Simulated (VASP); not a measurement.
The system is TiN (rocksalt type).

```
Ti N
1.0
     0.00000    2.15443    2.15443
     2.15443    0.00000    2.15443
     2.15443    2.15443    0.00000
Ti N
1 1
Direct
  0.00000 0.00000 0.00000
  0.50000 0.50000 0.50000
```

* Program: VASP 6.6.1
* Task: relaxation of cell and atoms
* Functional: PBE
* Potentials or basis: VASP PAW PBE potentials, release 64 (Ti_sv, N)
* Cutoff: 600 eV
* k mesh: 17 × 17 × 17
* Occupations: fermi-dirac, width 0.08 eV
* Spin: no spin polarisation

At the start: pressure -10.6 GPa; volume 10.00 Å³/atom.

How do energy, volume and symmetry change on relaxing?

Over 4 steps the energy falls by 14.2 meV/atom and the volume is 9.59 Å³/atom (-4.1 %); space group Fm-3m (No. 225, to 0.05 Å).

Step by step:
| step | energy change (eV) | largest force (eV/Å) | pressure (GPa) | volume (Å³) |
| --- | --- | --- | --- | --- |
| 1 | 0.0000 | 0.0000 | -10.60 | 20.00 |
| 2 | 0.0241 | 0.0000 | 17.11 | 18.15 |
| 3 | -0.0283 | 0.0000 | -0.15 | 19.19 |
| 4 | -0.0283 | 0.0000 | 0.07 | 19.17 |

Final structure:
```
Ti N
1.0
     0.00000    2.12422    2.12422
     2.12422    0.00000    2.12422
     2.12422    2.12422    0.00000
Ti N
1 1
Cartesian
  4.2484 2.1242 2.1242
  2.1242 2.1242 2.1242
```
